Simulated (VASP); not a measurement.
A run of VASP 6.6.1 is set up as follows.

File INCAR:

```
PREC = Accurate ; ENCUT = 520
EDIFF = 1E-6 ; ISMEAR = 0
SIGMA = 0.05 ; LREAL = False
LASPH = True ; NELM = 80
ALGO = Normal ; ISIF = 2
LWAVE = False ; LCHARG = False
GGA = PE ; NBANDS = 11
```

The input KPOINTS:

```
regular mesh
0
Gamma
  10 10 10
```

File POSCAR:

```
AlN
1.0
    0.0431808214      2.1598877540      2.1598877540
    2.1598877540      0.0431808214      2.1598877540
    2.1598877540      2.1598877540      0.0431808214
Al N
1 1
Direct
    0.5000000000      0.5000000000      0.5000000000
    0.0000000000      0.0000000000      0.0000000000
```

Potentials or basis: VASP PAW PBE potentials, release 64 (Al, N).

Command:

```sh
$ cat potpaw_PBE.64/Al/POTCAR potpaw_PBE.64/N/POTCAR > POTCAR
$ mpirun -np 1 vasp_std > vasp.out
```

Q: Predict the pressure.

A: -27.7 GPa.

Q: Estimate the band gap on the k mesh.

A: 2.94 eV, indirect (least direct gap 3.29 eV).

Stress tensor (GPa, compression positive):
```
-27.65  -5.11  -5.11
 -5.11 -27.65  -5.11
 -5.11  -5.11 -27.65
```

A k mesh can miss the band edges. A hybrid or GW would open this gap; PBE tends to underestimate it.
